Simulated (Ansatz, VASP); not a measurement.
Two plane-wave programs on LiCl

```
Li Cl
1.0
     0.00000    2.53215    2.53215
     2.53215    0.00000    2.53215
     2.53215    2.53215    0.00000
Li Cl
1 1
Direct
  0.00000 0.00000 0.00000
  0.50000 0.50000 0.50000
```

Alike in both runs: functional PBEsol; k mesh 8 × 8 × 8; no spin polarisation.

Ansatz relaxed the structure, and its values are those at the end. VASP's run is a single point on that final structure, the one shown.

```csv
,VASP,Ansatz
version,VASP 6.6.1,Ansatz 0.2.0
potentials or method,"VASP PAW PBE potentials, release 64 (Li_sv, Cl), cutoff 520 eV","scalar-relativistic, plane waves, PAW"
occupations,"gaussian, width 0.01 eV",fixed
valence electrons in the cell,10,10
```

|  | VASP | Ansatz | Ansatz less VASP |
| --- | --- | --- | --- |
| gap on the k mesh at the Fermi level (eV) | 6.36 | 6.35 | -0.010 |
| least direct gap on the mesh (eV) | 6.36 | 6.35 | -0.010 |

VASP's potentials were made for PBE, not for PBEsol.

Noted on VASP's run: the cutoff is short for stress, so the pressure is rough.
